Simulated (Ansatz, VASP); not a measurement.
**TiO2 in VASP and in Ansatz**

```
CELL_PARAMETERS angstrom
5.12063 0.00000 0.00000
0.00000 9.16808 0.00000
0.00000 0.00000 5.43939
ATOMIC_POSITIONS crystal
Ti 0.13788 0.12894 0.90472
Ti 0.63788 0.37106 0.09528
Ti 0.86212 0.62894 0.59528
Ti 0.36212 0.87106 0.40472
Ti 0.86212 0.87106 0.09528
Ti 0.36212 0.62894 0.90472
Ti 0.13788 0.37106 0.40472
Ti 0.63788 0.12894 0.59528
O 0.46447 0.23003 0.89071
O 0.96447 0.26997 0.10929
O 0.53553 0.73003 0.60929
O 0.03553 0.76997 0.39071
O 0.53553 0.76997 0.10929
O 0.03553 0.73003 0.89071
O 0.46447 0.26997 0.39071
O 0.96447 0.23003 0.60929
O 0.81598 0.01029 0.85148
O 0.31598 0.48971 0.14852
O 0.18402 0.51029 0.64852
O 0.68402 0.98971 0.35148
O 0.18402 0.98971 0.14852
O 0.68402 0.51029 0.85148
O 0.81598 0.48971 0.35148
O 0.31598 0.01029 0.64852
```

Alike in both runs: functional PBEsol; k mesh 4 × 2 × 4; occupations gaussian, width 0.1 eV; no spin polarisation.

Ansatz relaxed the structure, and its values are those at the end. VASP's run is a single point on that final structure, the one shown.

|  | VASP | Ansatz |
| --- | --- | --- |
| version | VASP 6.6.1 | Ansatz 0.2.0 |
| potentials or method | VASP PAW PBE potentials, release 64 (Ti_sv, O), cutoff 520 eV | scalar-relativistic, plane waves, PAW |
| valence electrons in the cell | 192 | 192 |

Ansatz gave:

| Item | Value |
| --- | --- |
| gap on the k mesh at the Fermi level (eV) | 2.34 |
| least direct gap on the mesh (eV) | 2.34 |
| pressure (GPa) | -0.1 |
| rms of the force components (eV/Å) | 0.004 |

Which values does VASP return?

gap on the k mesh at the Fermi level (eV): 2.32; least direct gap on the mesh (eV): 2.32; pressure (GPa): 0.6; rms of the force components (eV/Å): 0.022.

VASP's potentials were made for PBE, not for PBEsol.
